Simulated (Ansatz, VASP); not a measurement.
**Two plane-wave programs on SiC**

Contents of INCAR:

```
PREC = Accurate
ENCUT = 520
EDIFF = 1E-6
ISMEAR = 0
SIGMA = 0.05
LREAL = False
LASPH = True
NELM = 100
ALGO = Normal
ISIF = 2
LWAVE = False
LCHARG = True
GGA = CA
LELF = True
LVHAR = True
NBANDS = 16
```

Contents of KPOINTS:

```
regular mesh
0
Gamma
  12 12 6
```

Contents of POSCAR:

```
SiC
1.0
    3.1423316029      0.0000000000      0.0000000000
   -1.5711658015      2.7213389952      0.0000000000
    0.0000000000      0.0000000000      4.7449207204
Si C
2 2
Direct
    0.3333333333      0.6666666667      0.0046041256
    0.6666666667      0.3333333333      0.5046041256
    0.3333333333      0.6666666667      0.3953475106
    0.6666666667      0.3333333333      0.8953475106
```

Input for Ansatz:

```yaml
crystal:
  lattice:
    - [3.1423316029, 0.0, 0.0]
    - [-1.5711658015, 2.7213389952, 0.0]
    - [0.0, 0.0, 4.7449207204]
  atoms:
    - { symbol: Si, position: [0.3333333333, 0.6666666667, 0.0046041256] }
    - { symbol: Si, position: [0.6666666667, 0.3333333333, 0.5046041256] }
    - { symbol: C, position: [0.3333333333, 0.6666666667, 0.3953475106] }
    - { symbol: C, position: [0.6666666667, 0.3333333333, 0.8953475106] }
basis:
  ecutwfc: 520.0
kpoints:
  mp_grid: { grid: [12, 12, 6] }
hamiltonian:
  xc: lda
  pseudopotentials: { kind: paw, azcp: { folder: soft_1 } }
scf:
  occupations: { method: gaussian, width: 0.05 }
output:
  forces: true
  stress: true
  eigenvalues: true
  write_density: true
  write_potential: true
  elf: true
  volumetric_format: npy
```

Alike in both runs: task single point; functional LDA; k mesh 12 × 12 × 6; occupations gaussian, width 0.05 eV; no spin polarisation.

|  | VASP | Ansatz |
| --- | --- | --- |
| version | VASP 6.6.1 | Ansatz 0.2.0 |
| potentials or method | VASP PAW LDA potentials, release 64 (Si, C), cutoff 520 eV | scalar-relativistic, plane waves, PAW |
| valence electrons in the cell | 16 | 16 |

```csv
,VASP,Ansatz,Ansatz less VASP
gap on the k mesh at the Fermi level (eV),1.45,1.47,+0.017
least direct gap on the mesh (eV),2.99,3.00,+0.002
pressure (GPa),0.0,-0.4,-0.40
"traceless stress, the component that is largest in VASP (GPa)",24.54,24.41,-0.131
rms of the force components (eV/Å),0.168,0.170,+0.0018
```

Ansatz warns that its potentials were made for another functional, while VASP's fit it. LDA's correlation is that of Perdew and Zunger in VASP and of Perdew and Wang (1992) in Ansatz. Atom by atom the forces differ by 0.002 eV/Å (rms over components).
